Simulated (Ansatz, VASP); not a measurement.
One calculation of PbO2, two programs

INCAR

```
SYSTEM = PbO2
PREC = Accurate
ENCUT = 520
EDIFF = 1E-6
ISMEAR = 0
SIGMA = 0.1
LREAL = .FALSE.
LASPH = .TRUE.
NELM = 80
ALGO = Normal
ISIF = 2
LWAVE = .FALSE.
LCHARG = .FALSE.
GGA = PE
NBANDS = 20
```

File KPOINTS:

```
Automatic mesh
0
G
  14 14 14
  0 0 0
```

POSCAR

```
PbO2
1.0
    0.0000000000      2.7569434427      2.7569434427
    2.7569434427      0.0000000000      2.7569434427
    2.7569434427      2.7569434427      0.0000000000
Pb O
1 2
Direct
    0.0000000000      0.0000000000      0.0000000000
    0.2500000000      0.2500000000      0.2500000000
    0.7500000000      0.7500000000      0.7500000000
```

Input for Ansatz:

```yaml
crystal:
  lattice:
    - [0.0, 2.7569434427, 2.7569434427]
    - [2.7569434427, 0.0, 2.7569434427]
    - [2.7569434427, 2.7569434427, 0.0]
  atoms:
    - { symbol: Pb, position: [0.0, 0.0, 0.0] }
    - { symbol: O, position: [0.25, 0.25, 0.25] }
    - { symbol: O, position: [0.75, 0.75, 0.75] }
basis:
  ecutwfc: 420
kpoints:
  mp_grid: { grid: [14, 14, 14] }
hamiltonian:
  xc: pbe
scf:
  occupations: { method: gaussian, width: 0.1 }
output:
  forces: true
  stress: true
  eigenvalues: true
```

Alike in both runs: task single point; functional PBE; k mesh 14 × 14 × 14; occupations gaussian, width 0.1 eV; no spin polarisation.

```csv
,VASP,Ansatz
version,VASP 6.6.1,Ansatz 0.2.0
potentials or method,"VASP PAW PBE potentials, release 64 (Pb_d, O), cutoff 520 eV","scalar-relativistic, plane waves, PAW"
valence electrons in the cell,26,26
```

Ansatz gave:

- gap on the k mesh at the Fermi level (eV): none
- pressure (GPa): -6.6

Which values does VASP return?

gap on the k mesh at the Fermi level (eV): none; pressure (GPa): -6.5.

A gap of «none» marks a metal or a gap that the smearing closes.

Spin-orbit coupling is off throughout.
